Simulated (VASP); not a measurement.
# Ge (Fd-3m) in VASP: notebook, part 2 of 2

VASP 6.6.1.

## (3) Single point, r2SCAN

This run uses another cell than the first one, of 21.73 Å³/atom, 1.078 times its volume.

The input, POSCAR:

```
Ge
1.0
    0.0000000000      2.7906367279      2.7906367279
    2.7906367279      0.0000000000      2.7906367279
    2.7906367279      2.7906367279      0.0000000000
Ge
2
Direct
    0.5000000000      0.5000000000      0.5000000000
    0.7500000000      0.7500000000      0.7500000000
```

The input, INCAR.step1:

```
ALGO     = Normal         # electronic algorithm
EDIFF    = 1E-5           # SCF threshold, eV
ENCUT    = 550            # plane-wave cutoff, eV
GGA      = PE             # functional
GGA_COMPAT= False        
ISMEAR   = 0              # smearing method
LASPH    = True           # aspherical terms in the spheres
LCHARG   = False          # write CHGCAR
LREAL    = False          # projectors in reciprocal space
LWAVE    = True           # write WAVECAR
NBANDS   = 21             # bands
NELM     = 120            # most SCF steps
PREC     = Accurate       # precision mode
SIGMA    = 0.02           # smearing width, eV
```

The input, INCAR.step2:

```
ALGO     = Normal         # electronic algorithm
EDIFF    = 1E-6           # SCF threshold, eV
ENCUT    = 550            # plane-wave cutoff, eV
GGA_COMPAT= False        
ISIF     = 2              # what is computed and relaxed
ISMEAR   = 0              # smearing method
ISTART   = 1            
LASPH    = True           # aspherical terms in the spheres
LCHARG   = False          # write CHGCAR
LMIXTAU  = True         
LREAL    = False          # projectors in reciprocal space
LWAVE    = False          # write WAVECAR
METAGGA  = R2SCAN         # meta-GGA
NBANDS   = 21             # bands
NELM     = 120            # most SCF steps
PREC     = Accurate       # precision mode
SIGMA    = 0.02           # smearing width, eV
```

The input, KPOINTS:

```
k-points
0
Gamma
  12 12 12
```

Potentials or basis: VASP PAW PBE potentials, release 64 (Ge_d).

Run with:

```
> cat potpaw_PBE.64/Ge_d/POTCAR > POTCAR
> cp INCAR.step1 INCAR
> mpirun -np 1 vasp_std > vasp.out
> cp INCAR.step2 INCAR
> mpirun -np 1 vasp_std > vasp.out
```

OUTCAR:

```text
EDIFF = 1E-6
   ENCUT = 550
   ISIF = 2
   ISMEAR = 0
   ISTART = 1
   LASPH = True
   LREAL = False
   METAGGA = R2SCAN
   NELM = 120
   PREC = Accurate

 ion  position               nearest neighbor table
   1  0.500  0.500  0.500-   2 2.42   2 2.42   2 2.42   2 2.42
   2  0.750  0.750  0.750-   1 2.42   1 2.42   1 2.42   1 2.42

  LATTYP: Found a face centered cubic cell.
 ALAT       =     5.5812734558

  Lattice vectors:

 A1 = (   0.0000000000,   2.7906367279,   2.7906367279)
[... 190 lines left out ...]
      3     -20.3456      2.00000
      4     -20.3027      2.00000
      5     -20.3027      2.00000
      6     -20.0615      2.00000
[... 565 lines left out ...]
     20      15.5875      0.00000
     21      16.4316      0.00000

 [... further k-points ...]
[... 5 lines left out ...]
  --------------------------------------------------------------------------------------
  -------------------------------------------------------------------------------------
  Total        1.1279435      1.1279435      1.1279435      0.0000000      0.0000000     -0.0000000
  in kB       41.5774667     41.5774667     41.5774667      0.0000000      0.0000000     -0.0000000
  external PRESSURE =      41.5774667 kB  Pullay stress =       0.0000000 kB

 VOLUME and BASIS-vectors are now :
 -----------------------------------------------------------------------------
  energy-cutoff  :      550.00
  volume of cell :       43.47
      direct lattice vectors                 reciprocal lattice vectors
     0.000000000  2.790636728  2.790636728    -0.179170580  0.179170580  0.179170580
     2.790636728  0.000000000  2.790636728     0.179170580 -0.179170580  0.179170580
     2.790636728  2.790636728  0.000000000     0.179170580  0.179170580 -0.179170580

 POSITION                                       TOTAL-FORCE (eV/Angst)
 -----------------------------------------------------------------------------------
      2.79064      2.79064      2.79064        -0.000000     -0.000000      0.000000
      4.18596      4.18596      4.18596         0.000000      0.000000     -0.000000
 -----------------------------------------------------------------------------------
    total drift:                                0.000000     -0.000000     -0.000000

  FREE ENERGIE OF THE ION-ELECTRON SYSTEM (eV)
  ---------------------------------------------------
  free  energy   TOTEN  =       -27.7165971499 eV

  energy  without entropy=      -27.7165971499  energy(sigma->0) =      -27.71659715
```

OUTCAR.step1:

```text
EDIFF = 1E-5
   ENCUT = 550
   GGA = PE
   ISMEAR = 0
   LASPH = True
[... 798 lines left out ...]
 -----------------------------------------------------------------------------------
      2.79064      2.79064      2.79064         0.000000      0.000000      0.000000
      4.18596      4.18596      4.18596        -0.000000     -0.000000     -0.000000
 -----------------------------------------------------------------------------------
    total drift:                                0.000000     -0.000000     -0.000000

  FREE ENERGIE OF THE ION-ELECTRON SYSTEM (eV)
  ---------------------------------------------------
  free  energy   TOTEN  =        -8.9494873897 eV

  energy  without entropy=       -8.9494873897  energy(sigma->0) =       -8.94948739
```

Run time: 2.5 min. Hardware: 1 thread of Intel Xeon 6975P-C, shared host; peak memory 0.2 GiB.

What came out:

| Item | Value |
| --- | --- |
| Free energy | -27.7166 eV |
| Pressure | 4.2 GPa |
| Band gap on the k mesh | 0.58 eV, indirect (least direct gap 0.80 eV) |

Levels at points of the mesh, in eV from the valence-band top:
```csv
k point,band 10,band 11,band 12,band 13,band 14,band 15,band 16,band 17,band 18,band 19
"(0.00, 0.00, 0.00)",-25.25,-13.64,0.00,0.00,0.00,0.80,2.73,2.73,2.73,7.18
"(0.50, 0.00, 0.00)",-25.22,-11.34,-8.08,-1.55,-1.55,0.58,4.02,4.02,7.69,11.50
"(0.50, 0.50, 0.00)",-25.21,-9.38,-9.38,-3.38,-3.38,0.92,0.92,10.46,10.46,12.79
```

Caveat: the PAW data sets were made with another functional, which shifts forces and pressure a little. A k mesh can miss the band edges.

## (4) Single point, r2SCAN

This run uses another cell than the first one, of 21.73 Å³/atom, 1.078 times its volume.

POSCAR is that of step 3.

The input, INCAR.step1:

```
SYSTEM = Ge
PREC = Accurate ; ENCUT = 550
ISMEAR = 0 ; SIGMA = 0.02
LREAL = .FALSE. ; LASPH = .TRUE.
NELM = 120 ; NBANDS = 21
GGA = PE ; ALGO = Normal
EDIFF = 1E-5 ; LWAVE = .TRUE.
LCHARG = .FALSE. ; GGA_COMPAT = .FALSE.
```

The input, INCAR.step2:

```
SYSTEM = Ge
PREC = Accurate ; ENCUT = 550
EDIFF = 1E-6 ; ISMEAR = 0
SIGMA = 0.02 ; LREAL = .FALSE.
LASPH = .TRUE. ; NELM = 120
ALGO = Normal ; ISIF = 2
LWAVE = .FALSE. ; LCHARG = .FALSE.
METAGGA = R2SCAN ; LMIXTAU = .TRUE.
NBANDS = 21 ; ISTART = 1
GGA_COMPAT = .FALSE.
```

The input, KPOINTS:

```
regular mesh
0
G
  12 12 12
  0 0 0
```

Run with:

```
> cat potpaw_PBE.64/Ge_d/POTCAR > POTCAR
> cp INCAR.step1 INCAR
> mpirun -np 1 vasp_std > vasp.out
> cp INCAR.step2 INCAR
> mpirun -np 1 vasp_std > vasp.out
```

Wall time 2.6 min (1 thread of Intel Xeon 6975P-C, shared host); peak memory 0.2 GiB.

Results (log left out):

- Free energy: -27.7166 eV
- Pressure: 4.2 GPa
- Band gap on the k mesh: 0.58 eV, indirect (least direct gap 0.80 eV)

Levels at points of the mesh, in eV from the valence-band top:
```
           k point  band 12  band 13  band 14  band 15  band 16  band 17
(0.00, 0.00, 0.00)     0.00     0.00     0.00     0.80     2.73     2.73
(0.50, 0.00, 0.00)    -8.08    -1.55    -1.55     0.58     4.02     4.02
(0.50, 0.50, 0.00)    -9.38    -3.38    -3.38     0.92     0.92    10.46
```

Caveat: the PAW data sets were made with another functional, which shifts forces and pressure a little. A k mesh can miss the band edges.
